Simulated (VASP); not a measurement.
KI:

```
CELL_PARAMETERS angstrom
0.00000 3.54429 3.54429
3.54429 0.00000 3.54429
3.54429 3.54429 0.00000
ATOMIC_POSITIONS crystal
K 0.00000 0.00000 0.00000
I 0.50000 0.50000 0.50000
```

Base run:

- Program: VASP 6.6.1
- Functional: HSE06
- Potentials or basis: VASP PAW PBE potentials, release 64 (K_sv, I)
- Cutoff: 520 eV
- k mesh: 4 × 4 × 4
- Occupations: gaussian, width 0.01 eV
- Spin: no spin polarisation

Its results: band gap on the k mesh 4.93 eV; pressure 0.3 GPa.

The run is repeated on the same cell with these changes: functional from HSE06 to r2SCAN. What comes out?

Band gap on the k mesh 4.58 eV; pressure 0.0 GPa.

Caveats: the PAW data sets were made with another functional, which shifts forces and pressure a little; spin-orbit coupling is left out, which moves the levels of the heavy elements.

